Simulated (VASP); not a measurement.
# Gd (Pm-3m) in VASP: single point with PBEsol

Aim: the single point of Gd with PBEsol.

Program: VASP 6.6.1. These are calculated values, not measurements. Logs are shortened: lines on timing, memory, paths and dates and some standing lists are left out, and cuts for length are marked.

### Step 1. The cell of the first run

The structure is cubic, space group Pm-3m (No. 221). Conventional cell: a = 3.180 Å, b = 3.180 Å, c = 3.180 Å, α = 90.00°, β = 90.00°, γ = 90.00°. Within 4.2 Å of Gd (site symmetry m-3m) lie 6 Gd at 3.18 Å.

This isn't the form of Gd at room conditions, which is hcp.

### Step 2. Single point, PBEsol, collinear spin, ferromagnetic start

The input, INCAR:

```
SYSTEM = Gd
PREC = Accurate
ENCUT = 600
EDIFF = 1E-6
ISMEAR = -1
SIGMA = 0.05
LREAL = .FALSE.
LASPH = .TRUE.
NELM = 200
ALGO = Normal
ISIF = 2
LWAVE = .FALSE.
LCHARG = .FALSE.
ISPIN = 2
MAGMOM = 7
LORBIT = 11
LMAXMIX = 6
GGA = PS
NBANDS = 19
GGA_COMPAT = .FALSE.
```

The input, KPOINTS:

```
Automatic mesh
0
G
  14 14 14
  0 0 0
```

The input, POSCAR:

```
Gd
1.0
    3.1800672860      0.0000000000      0.0000000000
    0.0000000000      3.1800672860      0.0000000000
    0.0000000000      0.0000000000      3.1800672860
Gd
1
Direct
    0.0000000000      0.0000000000      0.0000000000
```

Potentials or basis: VASP PAW PBE potentials, release 64 (Gd).

Launch:

```bash
$ cat potpaw_PBE.64/Gd/POTCAR > POTCAR
$ mpirun -np 1 vasp_std > vasp.out
```

OUTCAR:

```text
SYSTEM = Gd
   PREC = Accurate
   ENCUT = 600
   EDIFF = 1E-6
   ISMEAR = -1
   LREAL = .FALSE.
   LASPH = .TRUE.
   NELM = 200
   ISIF = 2
   ISPIN = 2
   LORBIT = 11
   GGA = PS

 ion  position               nearest neighbor table
   1  0.000  0.000  0.000-

  LATTYP: Found a simple cubic cell.
 ALAT       =     3.1800672860

  Lattice vectors:

 A1 = (   3.1800672860,   0.0000000000,   0.0000000000)
 A2 = (   0.0000000000,   3.1800672860,   0.0000000000)
 A3 = (   0.0000000000,   0.0000000000,   3.1800672860)

Analysis of symmetry for initial positions (statically):
=====================================================================
 Subroutine PRICEL returns:
 Original cell was already a primitive cell.

 Routine SETGRP: Setting up the symmetry group for a
 simple cubic supercell.

 Subroutine GETGRP returns: Found 48 space group operations
 (whereof 48 operations were pure point group operations)
 out of a pool of 48 trial point group operations.

The static configuration has the point symmetry O_h .

Analysis of symmetry for dynamics (positions and initial velocities):
=====================================================================
 Subroutine PRICEL returns:
 Original cell was already a primitive cell.

 Routine SETGRP: Setting up the symmetry group for a
 simple cubic supercell.

 Subroutine GETGRP returns: Found 48 space group operations
 (whereof 48 operations were pure point group operations)
 out of a pool of 48 trial point group operations.

The dynamic configuration has the point symmetry O_h .

Analysis of structural, dynamic, and magnetic symmetry:
=====================================================================
 Subroutine PRICEL returns:
 Original cell was already a primitive cell.

 Routine SETGRP: Setting up the symmetry group for a
 simple cubic supercell.

 Subroutine GETGRP returns: Found 48 space group operations
 (whereof 48 operations were pure point group operations)
 out of a pool of 48 trial point group operations.

The overall configuration has the point symmetry O_h .

 Subroutine INISYM returns: Found 48 space group operations
 (whereof 48 operations are pure point group operations),
 and found     1 'primitive' translations

----------------------------------------------------------------------------------------

                                     Primitive cell

  volume of cell :      32.1595

  direct lattice vectors                    reciprocal lattice vectors
     3.180067286  0.000000000  0.000000000     0.314458755  0.000000000  0.000000000
     0.000000000  3.180067286  0.000000000     0.000000000  0.314458755  0.000000000
     0.000000000  0.000000000  3.180067286     0.000000000  0.000000000  0.314458755

  length of vectors
     3.180067286  3.180067286  3.180067286     0.314458755  0.314458755  0.314458755

  position of ions in fractional coordinates (direct lattice)
     0.000000000  0.000000000  0.000000000

  ion indices of the primitive-cell ions
   primitive index   ion index
                 1           1

----------------------------------------------------------------------------------------

 KPOINTS: Automatic mesh

Automatic generation of k-mesh.
 Grid dimensions read from file:
 generate k-points for:   14   14   14

 Generating k-lattice:

  Cartesian coordinates                     Fractional coordinates (reciprocal lattice)
     0.022461340  0.000000000  0.000000000     0.071428571  0.000000000  0.000000000
     0.000000000  0.022461340  0.000000000     0.000000000  0.071428571  0.000000000
     0.000000000  0.000000000  0.022461340     0.000000000  0.000000000  0.071428571

  Length of vectors
     0.022461340  0.022461340  0.022461340

  Shift w.r.t. Gamma in fractional coordinates (k-lattice)
     0.000000000  0.000000000  0.000000000

 Subroutine IBZKPT returns following result:
 ===========================================

 Found    120 irreducible k-points:

 Following reciprocal coordinates:
            Coordinates               Weight
  0.000000  0.000000  0.000000      1.000000
  0.071429  0.000000  0.000000      6.000000
  0.142857  0.000000  0.000000      6.000000
  0.214286  0.000000  0.000000      6.000000
  0.285714  0.000000  0.000000      6.000000
  0.357143  0.000000  0.000000      6.000000
[... 16 lines left out ...]
  0.285714  0.214286  0.000000     24.000000
  0.357143  0.214286  0.000000     24.000000
 [... further k-points ...]
   k-points           NKPTS =    120   k-points in BZ     NKDIM =    120   number of bands    NBANDS=     19
   number of dos      NEDOS =    301   number of ions     NIONS =      1
   total plane-waves  NPLWV =  21952
   dimension x,y,z NGX =    28 NGY =   28 NGZ =   28
   dimension x,y,z NGXF=    56 NGYF=   56 NGZF=   56
   ions per type =               1
   NGX,Y,Z   is equivalent  to a cutoff of  14.64, 14.64, 14.64 a.u.
   NGXF,Y,Z  is equivalent  to a cutoff of  29.28, 29.28, 29.28 a.u.
 SYSTEM =  Gd
   PREC   = accura    normal or accurate (medium, high low for compatibility)
   ISTART =      0    job   : 0-new  1-cont  2-samecut
   ICHARG =      2    charge: 1-file 2-atom 10-const
   ISPIN  =      2    spin polarized calculation?
   LNONCOLLINEAR =      F non collinear calculations
   LSORBIT =      F    spin-orbit coupling
   LASPH  =      T    aspherical Exc in radial PAW
   ENCUT  =  600.0 eV  44.10 Ry    6.64 a.u.   6.35  6.35  6.35*2*pi/ulx,y,z
   NELM   =    200;   NELMIN=  2; NELMDL= -5     # of ELM steps
   EDIFF  = 0.1E-05   stopping-criterion for ELM
   LREAL  =      F    real-space projection
   EDIFFG = 0.1E-04   stopping-criterion for IOM
   NSW    =      0    number of steps for IOM
   IBRION =     -1    ionic relax: 0-MD 1-quasi-New 2-CG
   NFREE  =      0    steps in history (QN), initial steepest desc. (CG)
   ISIF   =      2    stress and relaxation
   ISYM   =      2    0-nonsym 1-usesym 2-fastsym
   POTIM  = 0.5000    time-step for ionic-motion
   TEBEG  =    0.0;   TEEND  =   0.0 temperature during run
   PSTRESS=    0.0 pullay stress
   NELECT =      18.0000    total number of electrons
   NUPDOWN=      -1.0000    fix difference up-down
   EMIN   =  10.00;   EMAX   =-10.00  energy-range for DOS
   EFERMI =   0.00;   METHOD = LEGACY
   ISMEAR =    -1;   SIGMA  =   0.05  broadening in eV -4-tet -1-fermi 0-gaus
   EFERMI_NEDOS =   21; number of points for ismear=-14 and -15
   IALGO  =     38    algorithm
   IMIX   =      4    mixing-type and parameters
     AMIX     =   0.40;   BMIX     =  1.00
     AMIX_MAG =   1.60;   BMIX_MAG =  1.00
  volume/ion in A,a.u.               =      32.16       217.02
  Fermi-wavevector in a.u.,A,eV,Ry     =   1.349158  2.549538 24.765682  1.820226
  Thomas-Fermi vector in A             =   2.476767
   LORBIT       =     11    0 simple, 1 ext, 2 COOP (PROOUT), +10 PAW based schemes
   GGA     = PS    functional components
   LHFCALC =     F    Hartree Fock is set to
   AEXX    =    0.0000 exact exchange contribution
   IVDW    =     0    specifies the selected vdW correction
   LEPSILON=     F    determine dielectric tensor
   LRPA    =     F    only Hartree local field effects (RPA)
 spin polarized calculation
  energy-cutoff  :      600.00
  volume of cell :       32.16
 maximum number of plane-waves:      1108
 NGX is ok and might be reduce to    28
   NGX = 13   NGY = 13   NGZ = 13

 number of electron      18.0000003 magnetization       7.8595813

 Free energy of the ion-electron system (eV)
  ---------------------------------------------------
  ext. energy  EPLUGINS =         0.00000000
  ---------------------------------------------------
  free energy    TOTEN  =       -11.43549723 eV

  energy without entropy =      -11.42066406  energy(sigma->0) =      -11.42808065

 E-fermi :   2.8344     XC(G=0): -10.1621

 val. band max:        2.8322767011   @ k =   0.5000   0.3571   0.3571
 cond. band min:       2.8378341328   @ k =   0.5000   0.4286   0.3571
 fundamental gap:      0.0055574317
 Fermi energy:         2.8343887230

 spin component 1

 k-point     1 :       0.0000    0.0000    0.0000
  band No.  band energies     occupation
      1     -42.5561      1.00000
      2     -19.4224      1.00000
      3     -19.4224      1.00000
      4     -19.4224      1.00000
      5      -2.0401      1.00000
      6      -2.0295      1.00000
[... 11 lines left out ...]
     18      14.0266      0.00000
     19      14.0266      0.00000

 k-point     2 :       0.0714    0.0000    0.0000
  band No.  band energies     occupation
      1     -42.5513      1.00000
      2     -19.4851      1.00000
      3     -19.4172      1.00000
      4     -19.4172      1.00000
      5      -2.0337      1.00000
      6      -2.0265      1.00000
[... 476 lines left out ...]
 k-point    24 :       0.3571    0.2143    0.0000
  band No.  band energies     occupation
      1     -42.4403      1.00000
      2     -20.3122      1.00000
      3     -19.7890      1.00000
      4     -19.2971      1.00000
      5      -2.1052      1.00000
      6      -2.0597      1.00000
[... 11 lines left out ...]
     18      11.4247      0.00000
     19      14.1545      0.00000

 [... further k-points ...]

 spin component 2

 k-point     1 :       0.0000    0.0000    0.0000
  band No.  band energies     occupation
      1     -39.2667      1.00000
      2     -16.8842      1.00000
      3     -16.8842      1.00000
      4     -16.8842      1.00000
      5      -1.0515      1.00000
      6       2.9726      0.05927
[... 11 lines left out ...]
     18      15.0379      0.00000
     19      15.0379      0.00000

 k-point     2 :       0.0714    0.0000    0.0000
  band No.  band energies     occupation
      1     -39.2612      1.00000
      2     -16.9559      1.00000
      3     -16.8780      1.00000
      4     -16.8780      1.00000
      5      -0.9266      1.00000
      6       2.9881      0.04420
[... 476 lines left out ...]
 k-point    24 :       0.3571    0.2143    0.0000
  band No.  band energies     occupation
      1     -39.1319      1.00000
      2     -17.8839      1.00000
      3     -17.2920      1.00000
      4     -16.7355      1.00000
      5       1.7955      1.00000
      6       2.9795      0.05203
[... 11 lines left out ...]
     18      12.8771      0.00000
     19      15.3502      0.00000

 [... further k-points ...]

------------------------ aborting loop because EDIFF is reached ----------------------------------------

  FORCE on cell =-STRESS in cart. coord.  units (eV):
  Direction    XX          YY          ZZ          XY          YZ          ZX
  --------------------------------------------------------------------------------------
  -------------------------------------------------------------------------------------
  Total       -0.0505973     -0.0505973     -0.0505973      0.0000000      0.0000000      0.0000000
  in kB       -2.5207439     -2.5207439     -2.5207439      0.0000000      0.0000000      0.0000000
  external PRESSURE =      -2.5207439 kB  Pullay stress =       0.0000000 kB

 VOLUME and BASIS-vectors are now :
 -----------------------------------------------------------------------------
  energy-cutoff  :      600.00
  volume of cell :       32.16
      direct lattice vectors                 reciprocal lattice vectors
     3.180067286  0.000000000  0.000000000     0.314458755  0.000000000  0.000000000
     0.000000000  3.180067286  0.000000000     0.000000000  0.314458755  0.000000000
     0.000000000  0.000000000  3.180067286     0.000000000  0.000000000  0.314458755

 POSITION                                       TOTAL-FORCE (eV/Angst)
 -----------------------------------------------------------------------------------
      0.00000      0.00000      0.00000         0.000000      0.000000      0.000000
 -----------------------------------------------------------------------------------
    total drift:                               -0.000000      0.000000     -0.000000

  FREE ENERGIE OF THE ION-ELECTRON SYSTEM (eV)
  ---------------------------------------------------
  free  energy   TOTEN  =       -11.4354972314 eV

  energy  without entropy=      -11.4206640633  energy(sigma->0) =      -11.42808065

 total charge

# of ion       s       p       d       f       tot
--------------------------------------------------
    1        2.072   5.523   0.706   6.978  15.280

 magnetization (x)

# of ion       s       p       d       f       tot
--------------------------------------------------
    1        0.026  -0.059   0.387   6.807   7.162
```

Run time: 6.6 min. Hardware: 1 thread of Oxide Virtual Turin-like, shared host; peak memory 0.26 GiB.

Results:

* Free energy: -11.4355 eV
* Pressure: -0.3 GPa
* Net moment: 7.86 μB per cell
* Site moments: Gd +7.16 μB
* Valence electrons inside the program's atomic spheres: Gd 15.28

Levels at points of the mesh, in eV from the Fermi level:
Spin up:
```csv
k point,band 10,band 11,band 12,band 13,band 14,band 15,band 16,band 17
"(0.00, 0.00, 0.00)",-4.79,-4.79,-4.74,-1.48,-1.48,5.92,5.92,5.92
"(0.50, 0.00, 0.00)",-4.70,-4.70,-2.24,-0.68,0.50,2.67,2.67,6.28
"(0.50, 0.50, 0.00)",-4.72,-4.69,-2.59,-0.42,3.36,3.36,4.40,4.40
"(0.50, 0.50, 0.50)",-4.74,-4.74,-1.25,-1.25,-1.25,5.83,8.19,8.19
```
Spin down:
```tsv
k point	band 3	band 4	band 5	band 6	band 7	band 8
(0.00, 0.00, 0.00)	-19.72	-19.72	-3.89	0.14	0.14	0.45
(0.50, 0.00, 0.00)	-19.59	-19.59	-0.89	0.10	0.26	0.50
(0.50, 0.50, 0.00)	-20.81	-19.47	-1.77	0.28	0.28	0.48
(0.50, 0.50, 0.50)	-20.63	-20.63	-0.22	-0.22	-0.22	0.19
```

Caveat: the PAW data sets were made with another functional, which shifts forces and pressure a little; spin-orbit coupling is left out, which moves the levels of the heavy elements; semilocal functionals describe open f shells poorly, which spoils levels, moments and volumes.
